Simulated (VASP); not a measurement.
A run of VASP 6.6.1 is set up as follows.

File INCAR:

```
SYSTEM = Hf
PREC = Accurate
ENCUT = 520
EDIFF = 1E-6
ISMEAR = 0
SIGMA = 0.15
LREAL = .FALSE.
LASPH = .TRUE.
NELM = 100
ALGO = Fast
ISIF = 2
LWAVE = .FALSE.
LCHARG = .FALSE.
GGA = PE
NBANDS = 17
```

Contents of KPOINTS:

```
Automatic mesh
0
G
  18 18 10
  0 0 0
```

Contents of POSCAR:

```
Hf
1.0
    3.0082084847      0.0000000000      0.0000000000
   -1.5041042424      2.6051849677      0.0000000000
    0.0000000000      0.0000000000      5.7114864322
Hf
2
Direct
    0.3333333333      0.6666666667      0.2500000000
    0.6666666667      0.3333333333      0.7500000000
```

Potentials or basis: VASP PAW PBE potentials, release 64 (Hf_pv).

Command:

```console
$ cat potpaw_PBE.64/Hf_pv/POTCAR > POTCAR
$ mpirun -np 1 vasp_std > vasp.out
```

Problem. Estimate the pressure.

Solution. 0.7 GPa.

Problem. Predict the band gap on the k mesh.

Solution. Zero (band 10 reaches 4.92 eV, above the bottom of band 11 at 4.53 eV).

Stress tensor (GPa, compression positive):
```
 6.00  0.00  0.00
 0.00  6.00  0.00
 0.00  0.00 -9.97
```

Caveat: spin-orbit coupling is left out, which moves the levels of the heavy elements.
